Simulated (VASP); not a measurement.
# Cs (Fd-3m) in VASP: a series of runs

The runs below take Cs through single point, with PBE.

Everything below comes from runs of VASP 6.6.1. Logs are shortened: lines on timing, memory, paths and dates and some standing lists are left out, and cuts for length are marked.

## Step 1: The cell of the first run

It takes space group Fd-3m (No. 227, cubic). The conventional cell has a = 11.476 Å, b = 11.476 Å, c = 11.476 Å, α = 90.00°, β = 90.00°, γ = 90.00°.

## Step 2: Single point, PBE

The input, INCAR:

```
SYSTEM = Cs
PREC = Accurate
ENCUT = 520
EDIFF = 1E-6
ISMEAR = -1
SIGMA = 0.06122561905347299
LREAL = .False.
LASPH = .True.
NELM = 60
ALGO = Normal
ISIF = 2
LWAVE = .False.
LCHARG = .True.
GGA = PE
LELF = .True.
LVHAR = .True.
NBANDS = 16
```

The input, KPOINTS:

```
Automatic mesh
0
Gamma
  9 9 9
  0 0 0
```

The input, POSCAR:

```
Cs
1.0
    0.0000000000      5.7378124214      5.7378124214
    5.7378124214      0.0000000000      5.7378124214
    5.7378124214      5.7378124214      0.0000000000
Cs
2
Direct
    0.0000000000      0.0000000000      0.0000000000
    0.2500000000      0.2500000000      0.2500000000
```

Potentials or basis: VASP PAW PBE potentials, release 64 (Cs_sv).

Command:

```bash
$ cat potpaw_PBE.64/Cs_sv/POTCAR > POTCAR
$ mpirun -np 1 vasp_std > vasp.out
```

OUTCAR:

```text
SYSTEM = Cs
   PREC = Accurate
   ENCUT = 520
   EDIFF = 1E-6
   ISMEAR = -1
   LREAL = .False.
   LASPH = .True.
   NELM = 60
   ISIF = 2
   GGA = PE

 ion  position               nearest neighbor table
   1  0.000  0.000  0.000-
   2  0.250  0.250  0.250-

  LATTYP: Found a face centered cubic cell.
 ALAT       =    11.4756248428

  Lattice vectors:

 A1 = (   0.0000000000,   5.7378124214,   5.7378124214)
 A2 = (   5.7378124214,   0.0000000000,   5.7378124214)
 A3 = (   5.7378124214,   5.7378124214,   0.0000000000)

Analysis of symmetry for initial positions (statically):
[... 6 lines left out ...]

 Subroutine GETGRP returns: Found 48 space group operations
 (whereof 24 operations were pure point group operations)
 out of a pool of 48 trial point group operations.

The static configuration has the point symmetry T_d .
 The point group associated with its full space group is O_h .

Analysis of symmetry for dynamics (positions and initial velocities):
[... 6 lines left out ...]

 Subroutine GETGRP returns: Found 48 space group operations
 (whereof 24 operations were pure point group operations)
 out of a pool of 48 trial point group operations.

The dynamic configuration has the point symmetry T_d .
 The point group associated with its full space group is O_h .

 Subroutine INISYM returns: Found 48 space group operations
 (whereof 24 operations are pure point group operations),
 and found     1 'primitive' translations

----------------------------------------------------------------------------------------

                                     Primitive cell

  volume of cell :     377.8062

  direct lattice vectors                    reciprocal lattice vectors
     0.000000000  5.737812421  5.737812421    -0.087141224  0.087141224  0.087141224
     5.737812421  0.000000000  5.737812421     0.087141224 -0.087141224  0.087141224
     5.737812421  5.737812421  0.000000000     0.087141224  0.087141224 -0.087141224

  length of vectors
     8.114492145  8.114492145  8.114492145     0.150933028  0.150933028  0.150933028

  position of ions in fractional coordinates (direct lattice)
     0.000000000  0.000000000  0.000000000
     0.250000000  0.250000000  0.250000000

  ion indices of the primitive-cell ions
   primitive index   ion index
                 1           1
                 2           2

----------------------------------------------------------------------------------------

 KPOINTS: Automatic mesh

Automatic generation of k-mesh.
 Grid dimensions read from file:
 generate k-points for:    9    9    9

 Generating k-lattice:

  Cartesian coordinates                     Fractional coordinates (reciprocal lattice)
    -0.009682358  0.009682358  0.009682358     0.111111111  0.000000000  0.000000000
     0.009682358 -0.009682358  0.009682358     0.000000000  0.111111111  0.000000000
     0.009682358  0.009682358 -0.009682358     0.000000000  0.000000000  0.111111111

  Length of vectors
     0.016770336  0.016770336  0.016770336

  Shift w.r.t. Gamma in fractional coordinates (k-lattice)
     0.000000000  0.000000000  0.000000000

 Subroutine IBZKPT returns following result:
 ===========================================

 Found     35 irreducible k-points:

 Following reciprocal coordinates:
            Coordinates               Weight
  0.000000  0.000000  0.000000      1.000000
  0.111111  0.000000  0.000000      8.000000
  0.222222  0.000000  0.000000      8.000000
  0.333333  0.000000  0.000000      8.000000
  0.444444  0.000000  0.000000      8.000000
  0.111111  0.111111  0.000000      6.000000
[... 16 lines left out ...]
 -0.333333  0.333333  0.000000     12.000000
  0.444444  0.444444  0.000000      6.000000
 [... further k-points ...]
   k-points           NKPTS =     35   k-points in BZ     NKDIM =     35   number of bands    NBANDS=     16
   number of dos      NEDOS =    301   number of ions     NIONS =      2
   total plane-waves  NPLWV = 216000
   dimension x,y,z NGX =    60 NGY =   60 NGZ =   60
   dimension x,y,z NGXF=   120 NGYF=  120 NGZF=  120
   ions per type =               2
   NGX,Y,Z   is equivalent  to a cutoff of  12.29, 12.29, 12.29 a.u.
   NGXF,Y,Z  is equivalent  to a cutoff of  24.59, 24.59, 24.59 a.u.
 SYSTEM =  Cs
   PREC   = accura    normal or accurate (medium, high low for compatibility)
   ISTART =      0    job   : 0-new  1-cont  2-samecut
   ICHARG =      2    charge: 1-file 2-atom 10-const
   ISPIN  =      1    spin polarized calculation?
   LNONCOLLINEAR =      F non collinear calculations
   LSORBIT =      F    spin-orbit coupling
   LASPH  =      T    aspherical Exc in radial PAW
   ENCUT  =  520.0 eV  38.22 Ry    6.18 a.u.  15.09 15.09 15.09*2*pi/ulx,y,z
   NELM   =     60;   NELMIN=  2; NELMDL= -5     # of ELM steps
   EDIFF  = 0.1E-05   stopping-criterion for ELM
   LREAL  =      F    real-space projection
   EDIFFG = 0.1E-04   stopping-criterion for IOM
   NSW    =      0    number of steps for IOM
   IBRION =     -1    ionic relax: 0-MD 1-quasi-New 2-CG
   NFREE  =      0    steps in history (QN), initial steepest desc. (CG)
   ISIF   =      2    stress and relaxation
   ISYM   =      2    0-nonsym 1-usesym 2-fastsym
   POTIM  = 0.5000    time-step for ionic-motion
   TEBEG  =    0.0;   TEEND  =   0.0 temperature during run
   PSTRESS=    0.0 pullay stress
   NELECT =      18.0000    total number of electrons
   NUPDOWN=      -1.0000    fix difference up-down
   EMIN   =  10.00;   EMAX   =-10.00  energy-range for DOS
   EFERMI =   0.00;   METHOD = LEGACY
   ISMEAR =    -1;   SIGMA  =   0.06  broadening in eV -4-tet -1-fermi 0-gaus
   EFERMI_NEDOS =   21; number of points for ismear=-14 and -15
   IALGO  =     38    algorithm
   IMIX   =      4    mixing-type and parameters
     AMIX     =   0.40;   BMIX     =  1.00
     AMIX_MAG =   1.60;   BMIX_MAG =  1.00
  volume/ion in A,a.u.               =     188.90      1274.78
  Fermi-wavevector in a.u.,A,eV,Ry     =   0.593484  1.121523  4.792295  0.352224
  Thomas-Fermi vector in A             =   1.642701
   LORBIT       =      0    0 simple, 1 ext, 2 COOP (PROOUT), +10 PAW based schemes
   GGA     = PE    functional components
   LHFCALC =     F    Hartree Fock is set to
   AEXX    =    0.0000 exact exchange contribution
   IVDW    =     0    specifies the selected vdW correction
   LEPSILON=     F    determine dielectric tensor
   LRPA    =     F    only Hartree local field effects (RPA)
 non-spin polarized calculation
  energy-cutoff  :      520.00
  volume of cell :      377.81
 maximum number of plane-waves:     10198
   NGX = 31   NGY = 31   NGZ = 31

 number of electron      18.0000000 magnetization

 Free energy of the ion-electron system (eV)
  ---------------------------------------------------
  ext. energy  EPLUGINS =         0.00000000
  ---------------------------------------------------
  free energy    TOTEN  =        -1.20783364 eV

  energy without entropy =       -1.18773481  energy(sigma->0) =       -1.19778423

 E-fermi :  -0.4272     XC(G=0):  -4.1933

 val. band max:       -0.4301579129   @ k =  -0.4444   0.4444   0.0000
 cond. band min:      -0.3984375617   @ k =  -0.4444   0.4444   0.0000
 fundamental gap:      0.0317203512
 Fermi energy:        -0.4271773901

 k-point     1 :       0.0000    0.0000    0.0000
  band No.  band energies     occupation
      1     -24.7581      2.00000
      2     -24.7437      2.00000
      3     -11.5954      2.00000
      4     -11.5954      2.00000
      5     -11.5954      2.00000
      6     -11.5067      2.00000
[... 8 lines left out ...]
     15       1.2844      0.00000
     16       1.2844      0.00000

 k-point     2 :       0.1111    0.0000    0.0000
  band No.  band energies     occupation
      1     -24.7578      2.00000
      2     -24.7440      2.00000
      3     -11.5965      2.00000
      4     -11.5965      2.00000
      5     -11.5950      2.00000
      6     -11.5073      2.00000
[... 8 lines left out ...]
     15       1.1465      0.00000
     16       1.2941      0.00000

 k-point     3 :       0.2222    0.0000    0.0000
  band No.  band energies     occupation
      1     -24.7569      2.00000
      2     -24.7449      2.00000
      3     -11.5993      2.00000
      4     -11.5993      2.00000
      5     -11.5940      2.00000
      6     -11.5088      2.00000
[... 8 lines left out ...]
     15       1.1112      0.00000
     16       1.3345      0.00000

 k-point     4 :       0.3333    0.0000    0.0000
  band No.  band energies     occupation
      1     -24.7557      2.00000
      2     -24.7461      2.00000
      3     -11.6022      2.00000
      4     -11.6022      2.00000
      5     -11.5929      2.00000
      6     -11.5106      2.00000
[... 8 lines left out ...]
     15       1.1530      0.00000
     16       1.4311      0.00000

 k-point     5 :       0.4444    0.0000    0.0000
  band No.  band energies     occupation
      1     -24.7547      2.00000
      2     -24.7471      2.00000
      3     -11.6041      2.00000
      4     -11.6041      2.00000
      5     -11.5922      2.00000
      6     -11.5117      2.00000
[... 8 lines left out ...]
     15       1.1584      0.00000
     16       1.5339      0.00000

 k-point     6 :       0.1111    0.1111    0.0000
  band No.  band energies     occupation
      1     -24.7577      2.00000
      2     -24.7441      2.00000
      3     -11.5979      2.00000
      4     -11.5979      2.00000
      5     -11.5929      2.00000
      6     -11.5095      2.00000
[... 8 lines left out ...]
     15       1.0874      0.00000
     16       1.2964      0.00000
[... 267 lines left out ...]
 k-point    21 :       0.4444    0.3333    0.0000
  band No.  band energies     occupation
      1     -24.7533      2.00000
      2     -24.7485      2.00000
      3     -11.6119      2.00000
      4     -11.6110      2.00000
      5     -11.5676      2.00000
      6     -11.5365      2.00000
[... 8 lines left out ...]
     15       1.2739      0.00000
     16       1.3863      0.00000

 k-point    22 :      -0.4444    0.3333    0.0000
  band No.  band energies     occupation
      1     -24.7523      2.00000
      2     -24.7495      2.00000
      3     -11.6142      2.00000
      4     -11.6108      2.00000
      5     -11.5638      2.00000
      6     -11.5402      2.00000
[... 8 lines left out ...]
     15       1.2165      0.00000
     16       1.5267      0.00000

 k-point    23 :      -0.3333    0.3333    0.0000
  band No.  band energies     occupation
      1     -24.7527      2.00000
      2     -24.7491      2.00000
      3     -11.6147      2.00000
      4     -11.6088      2.00000
      5     -11.5686      2.00000
      6     -11.5352      2.00000
[... 8 lines left out ...]
     15       1.2012      0.00000
     16       1.5607      0.00000

 k-point    24 :       0.4444    0.4444    0.0000
  band No.  band energies     occupation
      1     -24.7522      2.00000
      2     -24.7497      2.00000
      3     -11.6128      2.00000
      4     -11.6128      2.00000
      5     -11.5599      2.00000
      6     -11.5445      2.00000
[... 8 lines left out ...]
     15       1.3535      0.00000
     16       1.3535      0.00000

 [... further k-points ...]
[... 5 lines left out ...]
  --------------------------------------------------------------------------------------
  -------------------------------------------------------------------------------------
  Total       -0.0109409     -0.0109409     -0.0109409      0.0000000      0.0000000      0.0000000
  in kB       -0.0463974     -0.0463974     -0.0463974      0.0000000      0.0000000      0.0000000
  external PRESSURE =      -0.0463974 kB  Pullay stress =       0.0000000 kB

 VOLUME and BASIS-vectors are now :
 -----------------------------------------------------------------------------
  energy-cutoff  :      520.00
  volume of cell :      377.81
      direct lattice vectors                 reciprocal lattice vectors
     0.000000000  5.737812421  5.737812421    -0.087141224  0.087141224  0.087141224
     5.737812421  0.000000000  5.737812421     0.087141224 -0.087141224  0.087141224
     5.737812421  5.737812421  0.000000000     0.087141224  0.087141224 -0.087141224

 POSITION                                       TOTAL-FORCE (eV/Angst)
 -----------------------------------------------------------------------------------
      0.00000      0.00000      0.00000        -0.000000     -0.000000     -0.000000
      2.86891      2.86891      2.86891         0.000000      0.000000      0.000000
 -----------------------------------------------------------------------------------
    total drift:                                0.000000     -0.000000     -0.000000

  FREE ENERGIE OF THE ION-ELECTRON SYSTEM (eV)
  ---------------------------------------------------
  free  energy   TOTEN  =        -1.2078336446 eV

  energy  without entropy=       -1.1877348110  energy(sigma->0) =       -1.19778423
```

It took 72 s on 1 thread of Intel Xeon 6975P-C (Granite Rapids), shared host; peak memory 0.58 GiB.

Results:

* Free energy: -1.2078 eV
* Pressure: 0.0 GPa
* Band gap on the k mesh: 0.03 eV, direct

Levels at points of the mesh, in eV from the valence-band top:
| k point | band 6 | band 7 | band 8 | band 9 | band 10 | band 11 | band 12 | band 13 |
| --- | --- | --- | --- | --- | --- | --- | --- | --- |
| (0.00, 0.00, 0.00) | -11.08 | -11.08 | -11.08 | -1.27 | 1.35 | 1.35 | 1.35 | 1.35 |

Caveat: spin-orbit coupling is left out, which moves the levels of the heavy elements.

## Step 3: Single point, PBE

The input, INCAR:

```
PREC = Accurate
ENCUT = 520
EDIFF = 1E-7
ISMEAR = -1
SIGMA = 0.06122561905347299
LREAL = F
LASPH = T
NELM = 100
ALGO = Normal
ISIF = 2
LWAVE = F
LCHARG = F
GGA = PE
NBANDS = 16
```

The input, KPOINTS:

```
Automatic mesh
0
Gamma
  9 9 9
```

POSCAR is that of step 2.

Potentials or basis: VASP PAW PBE potentials, release 64 (Cs_sv).

Command:

```bash
$ cat potpaw_PBE.64/Cs_sv/POTCAR > POTCAR
$ mpirun -np 1 vasp_std > vasp.out
```

Wall time 94 s (1 thread of Intel Xeon 6975P-C (Granite Rapids), shared host); peak memory 0.58 GiB.

It converged, with:

```
Free energy            : -1.2078 eV
Pressure               : 0.0 GPa
Band gap on the k mesh : 0.03 eV, direct
```

Levels at points of the mesh, in eV from the valence-band top:
```csv
k point,band 5,band 6,band 7,band 8,band 9,band 10,band 11,band 12,band 13,band 14
"(0.00, 0.00, 0.00)",-11.17,-11.08,-11.08,-11.08,-1.27,1.35,1.35,1.35,1.35,1.35
```

Caveat: spin-orbit coupling is left out, which moves the levels of the heavy elements. A k mesh can miss the band edges.

(Continued in part 2 of 2.)
